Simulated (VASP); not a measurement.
# AlSi8NO16 in VASP: further runs

AlSi8NO16 is run at these levels: PBE; tasks: single point.

Everything below comes from runs of VASP 6.6.1. Logs are shortened: lines on timing, memory, paths and dates and some standing lists are left out, and cuts for length are marked.

## (1) The cell of the first run

The cell holds a disordered packing, 26 atoms: a = 7.638 Å, b = 7.315 Å, c = 6.863 Å, α = 90.60°, β = 91.32°, γ = 92.31°.

## (2) Single point, PBE

The input, INCAR:

```
SYSTEM = AlSi8NO16
  PREC = Accurate
  ENCUT = 520
  EDIFF = 1E-6
  ISMEAR = -1
  SIGMA = 0.3447
  LREAL = Auto
  LASPH = .True.
  NELM = 120
  ALGO = Normal
  ISIF = 2
  LWAVE = .False.
  LCHARG = .False.
  GGA = PE
  ISYM = -1
  NBANDS = 87
  GGA_COMPAT = .False.
```

The input, KPOINTS:

```
explicit points
1
Reciprocal
  0.25000000   0.25000000   0.25000000 1
```

The input, POSCAR:

```
AlSi8NO16
1.0
    7.6361610000     -0.1511100000     -0.0835260000
   -0.1511100000      7.3133010000     -0.0381800000
   -0.0835260000     -0.0381800000      6.8622450000
Al N Si O
1 1 8 16
Direct
    0.4317593973      0.6213792529      0.7432254889
    0.4244189406      0.3349929050      0.6923782298
    0.5935128995      0.6092474742      0.4116403345
    0.6573087695      0.3200327154      0.9259206311
    0.1725546757      0.5344950535      0.9763874392
    0.2333305031      0.5729130958      0.3292913595
    0.2190985238      0.9294927858      0.0532881670
   -0.0357116486      0.1599285149      0.1675682258
    0.9665914483      0.1685071433      0.7672557771
    0.5147525362      0.9368994620      0.2735598979
    0.4350806792      0.4852496237      0.3070067273
    0.1143638131      0.7489030460      0.2174143404
    0.0727100623      0.4173830854      0.3413545956
    0.4349109601      0.9653886610      0.0727465883
    1.0424538230      0.3663949263      0.8725820714
    0.2308994581      0.7264154190      0.8541747852
    0.7462649147      0.5001963069      0.5160832961
    0.6630008541      0.8001430160      0.2616987982
    0.5415047555      0.5164830846      0.9236373884
    0.4161590032      0.1335631939      0.7482989225
    0.7819461113      0.2132620348      0.0933885595
    0.0057040119     -0.0386659792      0.9640419668
    0.1589910919      0.1199249769      0.1944030890
    0.4440105466      0.7536207603      0.5452599937
    0.7033101612      0.1680995999      0.7276787301
    0.0640884886      0.0186541795      0.6491413920
```

Potentials or basis: VASP PAW PBE potentials, release 64 (Al, N, Si, O).

Launch:

```sh
$ cat potpaw_PBE.64/Al/POTCAR potpaw_PBE.64/N/POTCAR potpaw_PBE.64/Si/POTCAR potpaw_PBE.64/O/POTCAR > POTCAR
$ mpirun -np 1 vasp_std > vasp.out
```

OUTCAR:

```text
SYSTEM = AlSi8NO16
   PREC = Accurate
   ENCUT = 520
   EDIFF = 1E-6
   ISMEAR = -1
   LREAL = Auto
   LASPH = .True.
   NELM = 120
   ISIF = 2
   GGA = PE
   ISYM = -1

 ion  position               nearest neighbor table
   1  0.432  0.621  0.743-  24 1.68  19 1.69  16 1.91   2 2.12   3 2.62   5 2.64   4 3.11   6 3.20

   2  0.424  0.335  0.692-  20 1.53   1 2.12   4 2.37
   3  0.594  0.609  0.412-  17 1.60  11 1.63  18 1.81  24 1.84   1 2.62  10 2.67   6 2.80
   4  0.657  0.320  0.926-  21 1.69  19 1.72  25 1.80   2 2.37  20 2.53   9 2.88   1 3.11   8 3.12

   5  0.173  0.534  0.976-  15 1.69  16 1.69  12 2.33   6 2.47   1 2.64   7 2.94
   6  0.233  0.573  0.329-  13 1.64  11 1.70  12 1.78   5 2.47  24 2.49   3 2.80   1 3.20
   7  0.219  0.929  0.053-  14 1.66  22 1.75  23 1.77  12 1.91  16 2.01  10 2.69   8 2.75   5 2.94

   8  0.964  0.160  0.168-  23 1.53  21 1.54  22 2.04  13 2.33   7 2.75   9 2.75   4 3.12
   9  0.967  0.169  0.767-  26 1.58  15 1.69  25 2.02  22 2.07   8 2.75   4 2.88
  10  0.515  0.937  0.274-  14 1.51  18 1.54  24 2.37   3 2.67   7 2.69
  11  0.435  0.485  0.307-   3 1.63   6 1.70
  12  0.114  0.749  0.217-   6 1.78   7 1.91   5 2.33
  13  0.073  0.417  0.341-   6 1.64   8 2.33
  14  0.435  0.965  0.073-  10 1.51   7 1.66
  15  0.042  0.366  0.873-   9 1.69   5 1.69
  16  0.231  0.726  0.854-   5 1.69   1 1.91   7 2.01
  17  0.746  0.500  0.516-   3 1.60
  18  0.663  0.800  0.262-  10 1.54   3 1.81
  19  0.542  0.516  0.924-   1 1.69   4 1.72
  20  0.416  0.134  0.748-   2 1.53   4 2.53
  21  0.782  0.213  0.093-   8 1.54   4 1.69
  22  0.006  0.961  0.964-   7 1.75   8 2.04   9 2.07
  23  0.159  0.120  0.194-   8 1.53   7 1.77
  24  0.444  0.754  0.545-   1 1.68   3 1.84  10 2.37   6 2.49
  25  0.703  0.168  0.728-   4 1.80   9 2.02
  26  0.064  0.019  0.649-   9 1.58

IMPORTANT INFORMATION: All symmetrisations will be switched off!
NOSYMM: (Re-)initialisation of all symmetry stuff for point group C_1.

----------------------------------------------------------------------------------------

                                     Primitive cell

  volume of cell :     383.0060

  direct lattice vectors                    reciprocal lattice vectors
     7.636161000 -0.151110000 -0.083526000     0.131027207  0.002715735  0.001609949
    -0.151110000  7.313301000 -0.038180000     0.002715735  0.136797418  0.000794166
    -0.083526000 -0.038180000  6.862245000     0.001609949  0.000794166  0.145748919

  length of vectors
     7.638112702  7.314961617  6.862859517     0.131065236  0.136826677  0.145759974

[... 91 lines left out ...]
   NFREE  =      0    steps in history (QN), initial steepest desc. (CG)
   ISIF   =      2    stress and relaxation
   ISYM   =     -1    0-nonsym 1-usesym 2-fastsym
   POTIM  = 0.5000    time-step for ionic-motion
   TEBEG  =    0.0;   TEEND  =   0.0 temperature during run
   PSTRESS=    0.0 pullay stress
   NELECT =     136.0000    total number of electrons
   NUPDOWN=      -1.0000    fix difference up-down
   EMIN   =  10.00;   EMAX   =-10.00  energy-range for DOS
   EFERMI =   0.00;   METHOD = LEGACY
   ISMEAR =    -1;   SIGMA  =   0.34  broadening in eV -4-tet -1-fermi 0-gaus
   EFERMI_NEDOS =   21; number of points for ismear=-14 and -15
   IALGO  =     38    algorithm
   IMIX   =      4    mixing-type and parameters
     AMIX     =   0.40;   BMIX     =  1.00
     AMIX_MAG =   1.60;   BMIX_MAG =  1.00
  volume/ion in A,a.u.               =      14.73        99.41
  Fermi-wavevector in a.u.,A,eV,Ry     =   1.159274  2.190709 18.285077  1.343915
  Thomas-Fermi vector in A             =   2.295868
   LORBIT       =      0    0 simple, 1 ext, 2 COOP (PROOUT), +10 PAW based schemes
   GGA     = PE    functional components
   LHFCALC =     F    Hartree Fock is set to
   AEXX    =    0.0000 exact exchange contribution
   IVDW    =     0    specifies the selected vdW correction
   LEPSILON=     F    determine dielectric tensor
   LRPA    =     F    only Hartree local field effects (RPA)
 non-spin polarized calculation
  energy-cutoff  :      520.00
  volume of cell :      383.01
 maximum number of plane-waves:     10316
 NGX is ok and might be reduce to    56
   NGX = 29   NGY = 27   NGZ = 25

 number of electron     136.0000011 magnetization

 Free energy of the ion-electron system (eV)
  ---------------------------------------------------
  ext. energy  EPLUGINS =         0.00000000
  ---------------------------------------------------
  free energy    TOTEN  =      -166.73056816 eV

  energy without entropy =     -164.35045496  energy(sigma->0) =     -165.54051156

 E-fermi :   2.8230     XC(G=0):  -8.7135

 val. band max:        2.6213163491   @ k =   0.2500   0.2500   0.2500
 cond. band min:       2.9977953344   @ k =   0.2500   0.2500   0.2500
 fundamental gap:      0.3764789854
 Fermi energy:         2.8230154880

 k-point     1 :       0.2500    0.2500    0.2500
  band No.  band energies     occupation
      1     -19.8534      2.00000
      2     -19.6103      2.00000
      3     -18.6299      2.00000
      4     -18.5906      2.00000
      5     -18.3383      2.00000
      6     -18.0934      2.00000
[... 72 lines left out ...]
     79       6.5741      0.00004
     80       6.7225      0.00002
 [bands above 80 left out]

------------------------ aborting loop because EDIFF is reached ----------------------------------------

  FORCE on cell =-STRESS in cart. coord.  units (eV):
  Direction    XX          YY          ZZ          XY          YZ          ZX
  --------------------------------------------------------------------------------------
  -------------------------------------------------------------------------------------
  Total        6.3542635    -27.1876129     20.6320513      1.5424811     -5.4013680      5.8169866
  in kB       26.5809339   -113.7302753     86.3072782      6.4524532    -22.5948147     24.3334159
  external PRESSURE =      -0.2806877 kB  Pullay stress =       0.0000000 kB

 VOLUME and BASIS-vectors are now :
 -----------------------------------------------------------------------------
  energy-cutoff  :      520.00
  volume of cell :      383.01
      direct lattice vectors                 reciprocal lattice vectors
     7.636161000 -0.151110000 -0.083526000     0.131027207  0.002715735  0.001609949
    -0.151110000  7.313301000 -0.038180000     0.002715735  0.136797418  0.000794166
    -0.083526000 -0.038180000  6.862245000     0.001609949  0.000794166  0.145748919

 POSITION                                       TOTAL-FORCE (eV/Angst)
 -----------------------------------------------------------------------------------
      3.14101      4.45071      5.04041        -1.595286     -0.808511      1.004231
      3.13248      2.35934      4.70303        -1.200275     -5.693133      0.649126
      4.40571      4.35021      2.75194         3.130977      1.081331      0.122260
      4.89362      2.20582      6.28677        -1.452232     -0.800578     -4.415276
      1.15533      3.84557      6.66539        -0.029380     -0.961863      0.451174
      1.66767      4.14205      2.21831        -2.568120     -2.077314     -1.752541
[... 18 lines left out ...]
      5.28441      1.09530      4.92835         4.617463      2.171906      2.989710
      0.43235      0.10195      4.44850        -0.154610      1.723824     -1.974248
 -----------------------------------------------------------------------------------
    total drift:                                0.027093      0.003595     -0.005917

  FREE ENERGIE OF THE ION-ELECTRON SYSTEM (eV)
  ---------------------------------------------------
  free  energy   TOTEN  =      -166.7305681591 eV

  energy  without entropy=     -164.3504549594  energy(sigma->0) =     -165.54051156
```

OSZICAR:

```text
N       E                     dE             d eps       ncg     rms          rms(c)
DAV:   1     0.881268670923E+03    0.88127E+03   -0.67897E+04   174   0.141E+03
DAV:   2    -0.104824064436E+03   -0.98609E+03   -0.95113E+03   213   0.317E+02
DAV:   3    -0.192295019456E+03   -0.87471E+02   -0.86010E+02   204   0.995E+01
[... 11 lines left out ...]
DAV:  15    -0.166730502135E+03   -0.21232E-03   -0.30115E-04   204   0.798E-02    0.308E-02
DAV:  16    -0.166730551592E+03   -0.49457E-04   -0.76640E-05   188   0.364E-02    0.168E-02
DAV:  17    -0.166730564118E+03   -0.12526E-04   -0.17522E-05   212   0.182E-02    0.770E-03
DAV:  18    -0.166730567707E+03   -0.35885E-05   -0.52335E-06   180   0.939E-03    0.447E-03
DAV:  19    -0.166730568159E+03   -0.45225E-06   -0.77781E-07   132   0.450E-03
   1 F= -.16673057E+03 E0= -.16554051E+03  d E =-.238011E+01
```

stdout:

```text
POSCAR found type information on POSCAR AlN SiO
 POSCAR found :  4 types and      26 ions
 scaLAPACK will be used
 LDA part: xc-table for (Slater+PW92), standard interpolation
 POSCAR, INCAR and KPOINTS ok, starting setup
 FFT: planning ... GRIDC
 FFT: planning ... GRID_SOFT
 FFT: planning ... GRID
 WAVECAR not read
 entering main loop
```

It took 2.1 min on 1 thread of Intel Xeon Platinum 8375C at 2.90GHz (Ice Lake), shared host; peak memory 0.4 GiB.

Results:

| Item | Value |
| --- | --- |
| Free energy | -166.7306 eV |
| Pressure | 0.0 GPa |
| Largest force | 6.901 eV/Å |

Forces in eV/Å, atoms in the order of the input:
```
Al  -1.595 -0.809  1.004
N   -1.200 -5.693  0.649
Si   3.131  1.081  0.122
Si  -1.452 -0.801 -4.415
Si  -0.029 -0.962  0.451
Si  -2.568 -2.077 -1.753
Si  -4.234 -0.636  0.512
Si   2.111 -1.049  1.758
Si  -1.578 -2.707 -1.578
Si   0.802  2.961  6.023
O   -1.333  0.541 -0.301
O    3.192  0.599 -0.383
O    0.414  0.283  0.073
O   -2.972  0.073 -5.424
O   -0.817 -0.178 -0.266
O    0.490  0.043  0.409
O   -1.755  1.548 -0.385
O    1.843 -4.175  0.804
O    3.851 -1.459  2.987
O   -1.410  6.650 -1.190
O   -3.812  2.100  0.038
O   -1.743  2.178  0.462
O    5.189 -0.549  1.171
O    1.014 -0.858 -1.785
O    4.617  2.172  2.990
O   -0.155  1.724 -1.974
```

Stress tensor (GPa, compression positive):
```
  2.66   0.65   2.43
  0.65 -11.37  -2.26
  2.43  -2.26   8.63
```

Caveat: the atoms stand as in a frame of molecular dynamics.

## (3) Single point, PBE

The input, INCAR:

```
  ALGO = Normal
  EDIFF = 1E-6
  ENCUT = 520
  GGA = PE
  GGA_COMPAT = F
  ISIF = 2
  ISMEAR = -1
  ISYM = -1
  LASPH = T
  LCHARG = F
  LREAL = Auto
  LWAVE = F
  NBANDS = 87
  NELM = 120
  PREC = Accurate
  SIGMA = 0.3447
```

KPOINTS is that of step 2.

The input, POSCAR:

```
AlSi8NO16
1.0
    7.6361610000     -0.1511100000     -0.0835260000
   -0.1511100000      7.3133010000     -0.0381800000
   -0.0835260000     -0.0381800000      6.8622450000
Al N Si O
1 1 8 16
Direct
    0.4400624743      0.6310564791      0.7109517941
    0.4544054618      0.3838397592      0.7141038643
    0.6311628959      0.5960027575      0.3397207324
    0.6723172994      0.3268708825      0.7926475818
    0.1032814629      0.6968897218      0.8159360293
    0.2051478006      0.6020884171      0.3017270457
    0.2498163620      1.0177439206      0.0686454104
   -0.0607658085      0.1990804463      0.0786157251
    0.9758976210      0.1811715374      0.6550837159
    0.6181322659      0.9637430091      0.2986051684
    0.3977676243      0.4902921313      0.3174769033
    0.2173510214      0.8272694482      0.2186110535
    0.0824647225      0.4676302891      0.4049192462
    0.4581266308      1.0352359486      0.1716496268
    1.0683714024      0.2672662279      0.8626707461
    0.2925333158      0.7946114505      0.7928760053
    0.6778365667      0.3996802933      0.3557989799
    0.6265789138      0.7656108801      0.2107248654
    0.7615928554      0.5048363151      0.8654172877
    0.3929136182      0.2048088188      0.8025762857
    0.7673131535      0.1002687845      0.0920930192
    0.0477479034     -0.1160302354      0.9214975794
    0.0938823574      0.1417447304      0.1807311502
    0.6395277099      0.7449379708      0.5652848191
    0.7584066017      0.1321620866      0.7152252096
    0.0191188698     -0.0003855614      0.5409696392
```

Potentials or basis: VASP PAW PBE potentials, release 64 (Al, N, Si, O).

Launch:

```sh
$ cat potpaw_PBE.64/Al/POTCAR potpaw_PBE.64/N/POTCAR potpaw_PBE.64/Si/POTCAR potpaw_PBE.64/O/POTCAR > POTCAR
$ mpirun -np 1 vasp_std > vasp.out
```

Wall time 1.9 min (1 thread of Intel Xeon Platinum 8375C at 2.90GHz (Ice Lake), shared host); peak memory 0.41 GiB.

The run converged. Its results:

- Free energy: -168.2447 eV
- Pressure: 1.5 GPa
- Largest force: 10.121 eV/Å

Forces on the atoms (eV/Å):
```
Al   2.409  1.618 -1.243
N    0.691 -2.786  1.939
Si  -3.697 -0.154  4.459
Si  -3.485 -2.505 -2.233
Si  -2.595  0.408  0.236
Si   3.738  2.729 -1.614
Si  -0.831 -2.656  1.837
Si  -1.030  4.291 -5.969
Si  -0.458 -2.743  0.470
Si   1.182  3.052 -0.008
O   -0.819  3.644 -0.416
O   -0.265 -4.348  1.584
O   -2.821 -0.544  0.953
O   -3.386  2.127 -1.504
O   -2.462 -0.117 -0.027
O    4.709 -0.969 -1.173
O    3.678 -3.446  0.239
O    1.409 -0.332 -4.346
O    1.397  1.378  1.439
O    1.182  1.487 -0.658
O   -4.805 -1.927  1.520
O   -0.612  1.930  1.303
O    8.772 -2.308  4.490
O   -2.483 -2.295 -0.824
O    0.247  2.897 -0.336
O    0.335  1.564 -0.116
```

Stress tensor (GPa, compression positive):
```
 7.29 -4.18  1.82
-4.18 -2.25  0.50
 1.82  0.50 -0.45
```

Levels at points of the mesh, in eV from the Fermi level:
```csv
k point,band 64,band 65,band 66,band 67,band 68,band 69,band 70,band 71,band 72,band 73
"(0.25, 0.25, 0.25)",-1.22,-1.09,-1.08,-0.89,-0.32,0.08,1.08,1.48,1.72,2.19
```

Caveat: the atoms stand as in a frame of molecular dynamics.

## (4) Single point, PBE

The input, INCAR:

```
SYSTEM = AlSi8NO16
  ALGO = Normal
  EDIFF = 1E-6
  ENCUT = 520
  GGA = PE
  GGA_COMPAT = .FALSE.
  ISIF = 2
  ISMEAR = -1
  ISYM = -1
  LASPH = .TRUE.
  LCHARG = .FALSE.
  LREAL = Auto
  LWAVE = .FALSE.
  NBANDS = 87
  NELM = 120
  PREC = Accurate
  SIGMA = 0.3447
```

KPOINTS is that of step 3.

The input, POSCAR:

```
AlSi8NO16
1.0
    7.6361610000     -0.1511100000     -0.0835260000
   -0.1511100000      7.3133010000     -0.0381800000
   -0.0835260000     -0.0381800000      6.8622450000
Al N Si O
1 1 8 16
Direct
    0.4409490579      0.6850648607      0.6930518347
    0.4184800100      0.4166808557      0.7436617079
    0.6286586760      0.5101339851      0.3905911637
    0.7397261375      0.4102495987      0.7724668378
    0.1665009265      0.7640398183      0.8426456934
    0.1786380793      0.5112953371      0.3124332023
    0.3042384237      0.9247182838      0.1261571924
    0.0403954404      0.1844717901      0.0419217330
    0.9578102545      0.0706868195      0.6327469920
    0.7260968577      0.8774648509      0.1901538890
    0.3970766791      0.4959415417      0.3408725971
    0.1968049828      0.7249471332      0.2121108784
   -0.0110030183      0.5529759404      0.2761174489
    0.4931768433      0.9681832642      0.2482892007
    1.1096582499      0.2180419521      0.7829745450
    0.3567832294      0.7237974601      0.9502926904
    0.7276537259      0.3327929729      0.5048566527
    0.7004593338      0.6446331355      0.2214967054
    0.8553846363      0.5795425504      0.8194589076
    0.4551578528      0.2735888616      0.6585330511
    0.8528081214      0.0793283625      0.1501665137
    0.1023254881     -0.0907646042      0.9920305157
    0.1980762735      0.1584972778      0.1710580058
    0.6204814633      0.7056082685      0.5916108297
    0.7543890582      0.2019287987      0.7939066212
   -0.0068988102     -0.1197920034      0.5428889687
```

Launch:

```sh
$ cat potpaw_PBE.64/Al/POTCAR potpaw_PBE.64/N/POTCAR potpaw_PBE.64/Si/POTCAR potpaw_PBE.64/O/POTCAR > POTCAR
$ mpirun -np 1 vasp_std > vasp.out
```

Wall time 1.8 min (1 thread of Intel Xeon Platinum 8375C at 2.90GHz (Ice Lake), shared host); peak memory 0.41 GiB.

It converged, with:

| Property | Result |
| --- | --- |
| Free energy | -164.6215 eV |
| Pressure | 1.4 GPa |
| Largest force | 7.155 eV/Å |

Forces on the atoms (eV/Å):
```
Al  -5.131 -1.516  3.006
N    1.701 -0.659  0.278
Si  -1.154  1.108  2.255
Si  -0.624  0.239 -3.127
Si  -2.079 -3.240 -4.187
Si   5.105  2.552 -0.740
Si  -0.611 -1.726  3.828
Si  -5.341 -0.707 -4.419
Si  -0.322  3.654  1.916
Si  -1.538  1.068  0.588
O    1.130 -1.113  0.658
O    2.783  1.964  2.223
O   -4.713 -3.521  0.804
O    1.327 -0.642 -1.777
O   -2.506 -1.937  0.820
O    2.799  1.668 -1.197
O   -1.281  4.195 -1.646
O   -0.327  1.587 -1.020
O    1.998  1.646  1.384
O   -2.325 -0.009  0.150
O   -0.125 -0.694 -0.218
O   -1.142  2.698 -1.235
O    6.078 -1.056  3.625
O    4.275 -1.130 -4.606
O    1.932 -4.575  2.028
O    0.091  0.144  0.610
```

Stress tensor (GPa, compression positive):
```
 3.75  0.02  1.91
 0.02 -4.55 -3.50
 1.91 -3.50  4.86
```

Levels at points of the mesh, in eV from the Fermi level:
```tsv
k point	band 64	band 65	band 66	band 67	band 68	band 69	band 70	band 71	band 72	band 73
(0.25, 0.25, 0.25)	-1.77	-1.46	-0.92	-0.30	-0.10	0.08	0.52	0.57	1.40	1.55
```

Caveat: the standard files for N, O and F lose accuracy on very short bonds; the atoms stand as in a frame of molecular dynamics.

## (5) The runs side by side

```tsv
cell	pressure (GPa)	largest force (eV/Å)
as given, atomic positions A	0.0	6.90
as given, atomic positions B	1.5	10.12
as given, atomic positions C	1.4	7.16
```

Alike in all rows: task single point; level PBE; potentials or basis VASP PAW PBE potentials, release 64 (Al, N, Si, O); no spin polarisation; k mesh 1 × 1 × 1, shifted; cutoff (eV) 520; smearing fermi-dirac 0.3447 eV.

Caveats: the atoms stand as in a frame of molecular dynamics; the standard files for N, O and F lose accuracy on very short bonds (at least some runs).

Absolute energies hang on the potentials; compare differences alone.
